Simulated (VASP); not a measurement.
# Mg (P6_3/mmc) in VASP: settings compared

The runs below take Mg through single point, with SVWN5, RPBE, revPBE, PBEsol+D3(BJ).

Everything below comes from runs of VASP 6.6.1. Logs are shortened: lines on timing, memory, paths and dates and some standing lists are left out, and cuts for length are marked.

### 1 The cell of the first run

It takes space group P6_3/mmc (No. 194, hexagonal). Conventional cell: a = 3.188 Å, b = 3.188 Å, c = 5.175 Å, α = 90.00°, β = 90.00°, γ = 120.00°. Within 4.2 Å of Mg (site symmetry -6m2) lie 12 Mg at 3.18 to 3.19 Å.

### 2 Single point, SVWN5

The input, INCAR:

```
SYSTEM = Mg
  PREC = Accurate
  ENCUT = 520
  EDIFF = 1E-7
  ISMEAR = -1
  SIGMA = 0.05
  LREAL = .False.
  LASPH = .True.
  NELM = 100
  ALGO = Normal
  ISIF = 2
  LWAVE = .False.
  LCHARG = .True.
  GGA = VW
  LELF = .True.
  LVHAR = .True.
  NBANDS = 9
```

The input, KPOINTS:

```
Automatic mesh
0
Gamma
  10 10 5
  0 0 0
```

The input, POSCAR:

```
Mg
1.0
    3.1877604248      0.0000000000      0.0000000000
   -1.5938802124      2.7606815091      0.0000000000
    0.0000000000      0.0000000000      5.1753304900
Mg
2
Direct
    0.6666666667      0.3333333333      0.7500000000
    0.3333333333      0.6666666667      0.2500000000
```

Potentials or basis: VASP PAW PBE potentials, release 64 (Mg).

Run with:

```console
$ cat potpaw_PBE.64/Mg/POTCAR > POTCAR
$ mpirun -np 1 vasp_std > vasp.out
```

OUTCAR:

```text
SYSTEM = Mg
   PREC = Accurate
   ENCUT = 520
   EDIFF = 1E-7
   ISMEAR = -1
   LREAL = .False.
   LASPH = .True.
   NELM = 100
   ISIF = 2
   GGA = VW

 ion  position               nearest neighbor table
   1  0.667  0.333  0.750-   2 3.18   2 3.18   2 3.18   2 3.18   2 3.18   2 3.18
   2  0.333  0.667  0.250-   1 3.18   1 3.18   1 3.18   1 3.18   1 3.18   1 3.18

  LATTYP: Found a hexagonal cell.
 ALAT       =     3.1877604248
 C/A-ratio  =     1.6235004518

  Lattice vectors:

 A1 = (   3.1877604248,   0.0000000000,   0.0000000000)
 A2 = (  -1.5938802124,   2.7606815091,   0.0000000000)
 A3 = (   0.0000000000,   0.0000000000,   5.1753304900)

Analysis of symmetry for initial positions (statically):
=====================================================================
 Subroutine PRICEL returns:
 Original cell was already a primitive cell.

 Routine SETGRP: Setting up the symmetry group for a
 hexagonal supercell.

 Subroutine GETGRP returns: Found 24 space group operations
 (whereof 12 operations were pure point group operations)
 out of a pool of 24 trial point group operations.

The static configuration has the point symmetry D_3d.
 The point group associated with its full space group is D_6h.

Analysis of symmetry for dynamics (positions and initial velocities):
=====================================================================
 Subroutine PRICEL returns:
 Original cell was already a primitive cell.

 Routine SETGRP: Setting up the symmetry group for a
 hexagonal supercell.

 Subroutine GETGRP returns: Found 24 space group operations
 (whereof 12 operations were pure point group operations)
 out of a pool of 24 trial point group operations.

The dynamic configuration has the point symmetry D_3d.
 The point group associated with its full space group is D_6h.

 Subroutine INISYM returns: Found 24 space group operations
 (whereof 12 operations are pure point group operations),
 and found     1 'primitive' translations

----------------------------------------------------------------------------------------

                                     Primitive cell

  volume of cell :      45.5449

  direct lattice vectors                    reciprocal lattice vectors
     3.187760425  0.000000000  0.000000000     0.313699860  0.181114699  0.000000000
    -1.593880212  2.760681509  0.000000000     0.000000000  0.362229398  0.000000000
     0.000000000  0.000000000  5.175330490     0.000000000  0.000000000  0.193224375

  length of vectors
     3.187760425  3.187760425  5.175330490     0.362229398  0.362229398  0.193224375

  position of ions in fractional coordinates (direct lattice)
     0.666666667  0.333333333  0.750000000
     0.333333333  0.666666667  0.250000000

  ion indices of the primitive-cell ions
   primitive index   ion index
                 1           1
                 2           2

----------------------------------------------------------------------------------------

 KPOINTS: Automatic mesh

Automatic generation of k-mesh.
 Grid dimensions read from file:
 generate k-points for:   10   10    5

 Generating k-lattice:

  Cartesian coordinates                     Fractional coordinates (reciprocal lattice)
     0.031369986  0.018111470  0.000000000     0.100000000  0.000000000  0.000000000
     0.000000000  0.036222940  0.000000000     0.000000000  0.100000000  0.000000000
     0.000000000  0.000000000  0.038644875     0.000000000  0.000000000  0.200000000

  Length of vectors
     0.036222940  0.036222940  0.038644875

  Shift w.r.t. Gamma in fractional coordinates (k-lattice)
     0.000000000  0.000000000  0.000000000

 Subroutine IBZKPT returns following result:
 ===========================================

 Found     42 irreducible k-points:

 Following reciprocal coordinates:
            Coordinates               Weight
  0.000000  0.000000  0.000000      1.000000
  0.100000  0.000000  0.000000      6.000000
  0.200000  0.000000  0.000000      6.000000
  0.300000  0.000000  0.000000      6.000000
  0.400000  0.000000  0.000000      6.000000
  0.500000  0.000000  0.000000      3.000000
[... 16 lines left out ...]
  0.300000  0.100000  0.200000     24.000000
  0.400000  0.100000  0.200000     24.000000
 [... further k-points ...]
   k-points           NKPTS =     42   k-points in BZ     NKDIM =     42   number of bands    NBANDS=      9
   number of dos      NEDOS =    301   number of ions     NIONS =      2
   total plane-waves  NPLWV =  23040
   dimension x,y,z NGX =    24 NGY =   24 NGZ =   40
   dimension x,y,z NGXF=    48 NGYF=   48 NGZF=   80
   ions per type =               2
   NGX,Y,Z   is equivalent  to a cutoff of  12.52, 12.52, 12.85 a.u.
   NGXF,Y,Z  is equivalent  to a cutoff of  25.03, 25.03, 25.70 a.u.
 SYSTEM =  Mg
   PREC   = accura    normal or accurate (medium, high low for compatibility)
   ISTART =      0    job   : 0-new  1-cont  2-samecut
   ICHARG =      2    charge: 1-file 2-atom 10-const
[... 30 lines left out ...]
   LORBIT       =      0    0 simple, 1 ext, 2 COOP (PROOUT), +10 PAW based schemes
   GGA     = VW    functional components
   LHFCALC =     F    Hartree Fock is set to
   AEXX    =    0.0000 exact exchange contribution
   IVDW    =     0    specifies the selected vdW correction
   LEPSILON=     F    determine dielectric tensor
   LRPA    =     F    only Hartree local field effects (RPA)
 non-spin polarized calculation
  energy-cutoff  :      520.00
  volume of cell :       45.54
 maximum number of plane-waves:      1244
 NGX is ok and might be reduce to    24
   NGX = 11   NGY = 11   NGZ = 19

 number of electron       4.0000000 magnetization

 Free energy of the ion-electron system (eV)
  ---------------------------------------------------
  ext. energy  EPLUGINS =         0.00000000
  ---------------------------------------------------
  free energy    TOTEN  =        -3.51777195 eV

  energy without entropy =       -3.50581129  energy(sigma->0) =       -3.51179162

 E-fermi :   2.5217     XC(G=0):  -8.6893

 val. band max:        2.4759151355   @ k =   0.3000   0.2000   0.2000
 cond. band min:       2.5233891240   @ k =   0.2000   0.1000   0.0000
 fundamental gap:      0.0474739885
 Fermi energy:         2.5217027199

 k-point     1 :       0.0000    0.0000    0.0000
  band No.  band energies     occupation
      1      -4.4621      2.00000
      2       0.8338      2.00000
      3       1.2194      2.00000
      4      13.4396      0.00000
      5      13.4396      0.00000
      6      13.5097      0.00000
      7      13.5097      0.00000
      8      14.3578      0.00000
      9      15.9481      0.00000

 k-point     2 :       0.1000    0.0000    0.0000
  band No.  band energies     occupation
      1      -4.2644      2.00000
      2       1.0139      2.00000
      3       1.4120      2.00000
      4      10.6472      0.00000
      5      11.9910      0.00000
      6      12.8269      0.00000
      7      15.1968      0.00000
      8      15.2209      0.00000
      9      15.3610      0.00000

 k-point     3 :       0.2000    0.0000    0.0000
  band No.  band energies     occupation
      1      -3.6738      2.00000
      2       1.5544      2.00000
      3       1.9790      1.99996
      4       7.6721      0.00000
      5      10.8366      0.00000
      6      11.3478      0.00000
      7      12.4241      0.00000
      8      13.5251      0.00000
      9      15.4181      0.00000

 k-point     4 :       0.3000    0.0000    0.0000
  band No.  band energies     occupation
      1      -2.6977      2.00000
      2       2.4564      1.57361
      3       2.8438      0.00318
      4       5.0392      0.00000
      5       9.6747      0.00000
      6       9.7287      0.00000
      7      10.0145      0.00000
      8      11.8757      0.00000
      9      14.4898      0.00000
[... 205 lines left out ...]
 k-point    22 :       0.2000    0.1000    0.2000
  band No.  band energies     occupation
      1      -2.8650      2.00000
      2       0.3957      2.00000
      3       4.5643      0.00000
      4       6.6425      0.00000
      5       8.3166      0.00000
      6       9.7776      0.00000
      7      11.4093      0.00000
      8      13.3803      0.00000
      9      13.6332      0.00000

 k-point    23 :       0.3000    0.1000    0.2000
  band No.  band energies     occupation
      1      -1.7050      2.00000
      2       1.4954      2.00000
      3       3.9259      0.00000
      4       5.7805      0.00000
      5       6.8871      0.00000
      6       8.0512      0.00000
      7      10.6066      0.00000
      8      11.4812      0.00000
      9      13.3285      0.00000

 k-point    24 :       0.4000    0.1000    0.2000
  band No.  band energies     occupation
      1      -0.1832      2.00000
      2       1.6403      2.00000
      3       3.0954      0.00002
      4       4.8471      0.00000
      5       6.8105      0.00000
      6       7.7805      0.00000
      7       9.2734      0.00000
      8      10.5724      0.00000
      9      13.0234      0.00000

 [... further k-points ...]

------------------------ aborting loop because EDIFF is reached ----------------------------------------

  FORCE on cell =-STRESS in cart. coord.  units (eV):
  Direction    XX          YY          ZZ          XY          YZ          ZX
  --------------------------------------------------------------------------------------
  -------------------------------------------------------------------------------------
  Total       -0.6097105     -0.6097105     -0.2495157      0.0000000      0.0000000      0.0000000
  in kB      -21.4483632    -21.4483632     -8.7774504      0.0000000      0.0000000      0.0000000
  external PRESSURE =     -17.2247256 kB  Pullay stress =       0.0000000 kB

 VOLUME and BASIS-vectors are now :
 -----------------------------------------------------------------------------
  energy-cutoff  :      520.00
  volume of cell :       45.54
      direct lattice vectors                 reciprocal lattice vectors
     3.187760425  0.000000000  0.000000000     0.313699860  0.181114699  0.000000000
    -1.593880212  2.760681509  0.000000000     0.000000000  0.362229398  0.000000000
     0.000000000  0.000000000  5.175330490     0.000000000  0.000000000  0.193224375

 POSITION                                       TOTAL-FORCE (eV/Angst)
 -----------------------------------------------------------------------------------
      1.59388      0.92023      3.88150         0.000000      0.000000      0.000000
     -0.00000      1.84045      1.29383        -0.000000     -0.000000      0.000000
 -----------------------------------------------------------------------------------
    total drift:                                0.000000     -0.000000      0.000000

  FREE ENERGIE OF THE ION-ELECTRON SYSTEM (eV)
  ---------------------------------------------------
  free  energy   TOTEN  =        -3.5177719493 eV

  energy  without entropy=       -3.5058112870  energy(sigma->0) =       -3.51179162
```

It took 4.8 s on 1 thread of Intel Xeon 6975P-C (Granite Rapids), shared host; peak memory 0.14 GiB.

Results:

```yaml
Free_energy: -3.5178 eV
Pressure: -1.7 GPa
Band_gap_on_the_k_mesh: zero (band 2 reaches 3.18 eV, above the bottom of band 3 at 1.22 eV)
```

Stress tensor (GPa, compression positive):
```
-2.14  0.00  0.00
 0.00 -2.14  0.00
 0.00  0.00 -0.88
```

Levels at points of the mesh, in eV from the Fermi level:
| k point | band 1 | band 2 | band 3 | band 4 | band 5 | band 6 | band 7 |
| --- | --- | --- | --- | --- | --- | --- | --- |
| (0.00, 0.00, 0.00) | -6.98 | -1.69 | -1.30 | 10.92 | 10.92 | 10.99 | 10.99 |
| (0.50, 0.00, 0.00) | -2.18 | -2.16 | 2.64 | 3.04 | 3.23 | 3.65 | 6.84 |

Caveat: the PAW data sets were made with another functional, which shifts forces and pressure a little.

### 3 Single point, RPBE

This run uses another cell than the first one, of 23.24 Å³/atom, 1.020 times its volume.

The input, INCAR:

```
SYSTEM = Mg
ALGO = Fast
EDIFF = 1E-6
ENCUT = 520
GGA = RP
ISIF = 2
ISMEAR = -1
LASPH = .TRUE.
LCHARG = .FALSE.
LREAL = .FALSE.
LWAVE = .FALSE.
NBANDS = 9
NELM = 100
PREC = Accurate
SIGMA = 0.05
```

The input, KPOINTS:

```
k-points
0
G
  10 10 5
  0 0 0
```

The input, POSCAR:

```
Mg
1.0
    3.2093000000      0.0000000000      0.0000000000
   -1.6046500000      2.7793353284      0.0000000000
    0.0000000000      0.0000000000      5.2103000000
Mg
2
Direct
    0.6666666667      0.3333333333      0.7500000000
    0.3333333333      0.6666666667      0.2500000000
```

Potentials or basis: VASP PAW PBE potentials, release 64 (Mg).

Run with:

```console
$ cat potpaw_PBE.64/Mg/POTCAR > POTCAR
$ mpirun -np 1 vasp_std > vasp.out
```

Wall time 5.3 s (1 thread of Intel Xeon 6975P-C (Granite Rapids), shared host); peak memory 0.15 GiB.

The run converged. Its results:

```
Free energy            : -2.6757 eV
Pressure               : 0.6 GPa
Band gap on the k mesh : zero (band 2 reaches 3.32 eV, above the bottom of band 3 at 1.46 eV)
```

Stress tensor (GPa, compression positive):
```
0.22 0.00 0.00
0.00 0.22 0.00
0.00 0.00 1.28
```

Levels at points of the mesh, in eV from the Fermi level:
```tsv
k point	band 1	band 2	band 3	band 4	band 5
(0.00, 0.00, 0.00)	-6.91	-1.72	-1.24	10.86	10.86
(0.50, 0.00, 0.00)	-2.17	-2.14	2.61	2.96	3.24
```

Caveat: the PAW data sets were made with another functional, which shifts forces and pressure a little.

### 4 Single point, revPBE

This run uses another cell than the first one, of 23.24 Å³/atom, 1.020 times its volume.

The input, INCAR:

```
SYSTEM = Mg
PREC = Accurate ; ENCUT = 520
EDIFF = 1E-6 ; ISMEAR = -1
SIGMA = 0.05 ; LREAL = .FALSE.
LASPH = .TRUE. ; NELM = 100
ALGO = Normal ; ISIF = 2
LWAVE = .FALSE. ; LCHARG = .FALSE.
GGA = RE ; NBANDS = 9
```

The input, KPOINTS:

```
regular mesh
0
G
  10 10 5
  0 0 0
```

POSCAR is that of step 3.

Run with:

```console
$ cat potpaw_PBE.64/Mg/POTCAR > POTCAR
$ mpirun -np 1 vasp_std > vasp.out
```

Wall time 4.8 s (1 thread of Intel Xeon 6975P-C (Granite Rapids), shared host); peak memory 0.16 GiB.

It converged, with:

* Free energy: -2.7155 eV
* Pressure: 0.4 GPa
* Band gap on the k mesh: zero (band 2 reaches 3.30 eV, above the bottom of band 3 at 1.44 eV)

Stress tensor (GPa, compression positive):
```
0.01 0.00 0.00
0.00 0.01 0.00
0.00 0.00 1.09
```

Levels at points of the mesh, in eV from the Fermi level:
| k point | band 1 | band 2 | band 3 | band 4 | band 5 |
| --- | --- | --- | --- | --- | --- |
| (0.00, 0.00, 0.00) | -6.91 | -1.71 | -1.25 | 10.85 | 10.85 |
| (0.50, 0.00, 0.00) | -2.16 | -2.14 | 2.61 | 2.96 | 3.24 |

Caveat: the PAW data sets were made with another functional, which shifts forces and pressure a little.

### 5 Single point, revPBE

This run uses another cell than the first one, of 23.70 Å³/atom, 1.041 times its volume.

The input, INCAR:

```
SYSTEM = Mg
PREC     = Accurate       ! precision mode
ENCUT    = 520            ! plane-wave cutoff, eV
EDIFF    = 1E-6           ! SCF threshold, eV
ISMEAR   = -1             ! smearing method
SIGMA    = 0.05           ! smearing width, eV
LREAL    = .FALSE.        ! projectors in reciprocal space
LASPH    = .TRUE.         ! aspherical terms in the spheres
NELM     = 60             ! most SCF steps
ALGO     = Normal         ! electronic algorithm
ISIF     = 2              ! what is computed and relaxed
LWAVE    = .FALSE.        ! write WAVECAR
LCHARG   = .TRUE.         ! write CHGCAR
GGA      = RE             ! functional
LELF     = .TRUE.         ! ELF
LVHAR    = .TRUE.       
NBANDS   = 9              ! bands
```

The input, KPOINTS:

```
Automatic mesh
0
G
  10 10 5
  0 0 0
```

The input, POSCAR:

```
Mg
1.0
    3.2305542618      0.0000000000      0.0000000000
   -1.6152771309      2.7977420591      0.0000000000
    0.0000000000      0.0000000000      5.2448063036
Mg
2
Direct
    0.6666666667      0.3333333333      0.7500000000
    0.3333333333      0.6666666667      0.2500000000
```

Run with:

```console
$ cat potpaw_PBE.64/Mg/POTCAR > POTCAR
$ mpirun -np 1 vasp_std > vasp.out
```

Wall time 5.2 s (1 thread of Intel Xeon 6975P-C (Granite Rapids), shared host); peak memory 0.16 GiB.

Results (log left out):

```
Free energy            : -2.7157 eV
Pressure               : -0.3 GPa
Band gap on the k mesh : zero (band 2 reaches 3.21 eV, above the bottom of band 3 at 1.34 eV)
```

Stress tensor (GPa, compression positive):
```
-0.68  0.00  0.00
 0.00 -0.68  0.00
 0.00  0.00  0.42
```

Levels at points of the mesh, in eV from the Fermi level:
```csv
k point,band 1,band 2,band 3,band 4,band 5
"(0.00, 0.00, 0.00)",-6.82,-1.68,-1.25,10.74,10.74
"(0.50, 0.00, 0.00)",-2.13,-2.12,2.59,2.96,3.18
```

Caveat: the PAW data sets were made with another functional, which shifts forces and pressure a little.

### 6 Single point, PBEsol+D3(BJ)

This run uses another cell than the first one, of 21.41 Å³/atom, 0.940 times its volume.

The input, INCAR:

```
SYSTEM = Mg
PREC = Accurate ; ENCUT = 600
EDIFF = 1E-6 ; ISMEAR = -1
SIGMA = 0.05 ; LREAL = .False.
LASPH = .True. ; NELM = 120
ALGO = Normal ; ISIF = 2
LWAVE = .False. ; LCHARG = .False.
GGA = PS ; IVDW = 12
NBANDS = 9 ; GGA_COMPAT = .False.
```

The input, KPOINTS:

```
Automatic mesh
0
Gamma
  10 10 5
  0 0 0
```

The input, POSCAR:

```
Mg
1.0
    3.0943339434      0.0000000000      0.0000000000
   -1.5471669717      2.6797718028      0.0000000000
    0.0000000000      0.0000000000      5.1642873422
Mg
2
Direct
    0.6666666667      0.3333333333      0.7500000000
    0.3333333333      0.6666666667      0.2500000000
```

Potentials or basis: VASP PAW PBE potentials, release 64 (Mg).

Run with:

```console
$ cat potpaw_PBE.64/Mg/POTCAR > POTCAR
$ mpirun -np 1 vasp_std > vasp.out
```

Wall time 19 s (1 thread of Intel Xeon Platinum 8488C (Sapphire Rapids), shared host); peak memory 0.18 GiB.

Results (log left out):

```yaml
Free_energy: -3.9942 eV
Pressure: 0.0 GPa
Band_gap_on_the_k_mesh: zero (band 2 reaches 3.50 eV, above the bottom of band 3 at 1.47 eV)
Dispersion_energy_per_atom: -0.281 eV
```

Levels at points of the mesh, in eV from the Fermi level:
```csv
k point,band 1,band 2,band 3,band 4,band 5,band 6
"(0.00, 0.00, 0.00)",-7.29,-2.00,-1.55,11.59,11.59,11.91
"(0.50, 0.00, 0.00)",-2.25,-2.14,2.67,2.93,3.24,3.72
```

Caveat: the PAW data sets were made with another functional, which shifts forces and pressure a little; pairwise dispersion overbinds metals, which lowers pressure and volume.

### 7 Summary

```csv
level,cell,cutoff (eV),gap on the mesh (eV),pressure (GPa)
SVWN5,"a = 3.188, b = 3.188, c = 5.175 Å, angles 90.0, 90.0, 120.0°, 2 atoms",520,none,-1.7
RPBE,"a = 3.209, b = 3.209, c = 5.210 Å, angles 90.0, 90.0, 120.0°, 2 atoms",520,none,0.6
revPBE,"a = 3.209, b = 3.209, c = 5.210 Å, angles 90.0, 90.0, 120.0°, 2 atoms",520,none,0.4
revPBE,"a = 3.231, b = 3.231, c = 5.245 Å, angles 90.0, 90.0, 120.0°, 2 atoms",520,none,-0.3
PBEsol+D3(BJ),"a = 3.094, b = 3.094, c = 5.164 Å, angles 90.0, 90.0, 120.0°, 2 atoms",600,none,0.0
```

Alike in all rows: task single point; potentials or basis VASP PAW PBE potentials, release 64 (Mg); no spin polarisation; k mesh 10 × 10 × 5; smearing fermi-dirac 0.05 eV.

Caveats: the PAW data sets were made with another functional, which shifts forces and pressure a little; pairwise dispersion overbinds metals, which lowers pressure and volume (some runs).

Absolute energies hang on the potentials; compare differences alone.
